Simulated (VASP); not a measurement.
Wanted: the native input for a VASP 6.6.1 run.

| Property | Result |
| --- | --- |
| Task | relaxation of cell and atoms |
| Functional | PBE |
| Potentials or basis | VASP PAW PBE potentials, release 64 (B, Sb, P) |
| Cutoff | 600 eV |
| k mesh | 8 × 8 × 10 |
| Occupations | gaussian, width 0.1 eV |
| Spin | no spin polarisation |
| Dipole correction | no |
| Further INCAR settings | ALGO = Normal; EDIFF = 1e-06; IBRION = 2; EDIFFG = -0.01; NSW = 100; ISIF = 3 |

The structure of B2SbP3 lies in POSCAR:

```
B2SbP3
1.0
    5.2851237655      0.0000000000      0.0000000000
    0.0000000000      5.2851237655      0.0000000000
    0.0000000000      0.0000000000      3.6951243053
B Sb P
2 1 3
Direct
    0.0000000000      0.5000000000      0.0000000000
    0.5000000000      0.0000000000      0.0000000000
    0.0000000000      0.0000000000      0.5000000000
    0.0000000000      0.5000000000      0.5000000000
    0.5000000000      0.0000000000      0.5000000000
    0.5000000000      0.5000000000      0.5000000000
```

The cell was built from a structure type or drawn by symmetry, and may not be a known phase.

One way to write it, as run:

INCAR

```
ALGO = Normal
EDIFF = 1E-6
EDIFFG = -0.01
ENCUT = 600
GGA = PE
IBRION = 2
ISIF = 3
ISMEAR = 0
LASPH = T
LCHARG = F
LREAL = F
LWAVE = F
NELM = 60
NSW = 100
PREC = Accurate
SIGMA = 0.1
```

KPOINTS

```
k-points
0
Gamma
  8 8 10
```

Potentials or basis: VASP PAW PBE potentials, release 64 (B, Sb, P).

Launch:

```bash
$ cat potpaw_PBE.64/B/POTCAR potpaw_PBE.64/Sb/POTCAR potpaw_PBE.64/P/POTCAR > POTCAR
$ mpirun -np 1 vasp_std > vasp.out
```

It gave:

| Item | Value |
| --- | --- |
| Relaxed volume | 17.42 Å³/atom |
| Relaxed cell | a = 5.301 Å, b = 5.301 Å, c = 3.718 Å, α = 90.00°, β = 90.00°, γ = 90.00° |
| Space group after relaxing (to 0.1 Å) | P4/mmm (No. 123) |
| Energy gained by relaxing | 0.7 meV/atom |
| Ionic steps | 3 |
| Pressure after relaxing | 0.0 GPa |
| Band gap on the k mesh | zero (bands 13 and 14 overlap by 1.98 eV) |

Caveat: spin-orbit coupling is left out, which moves the levels of the heavy elements.

Wall time 6.7 min on 1 thread of AMD EPYC 7R13 (shared host), peak memory 0.35 GiB.
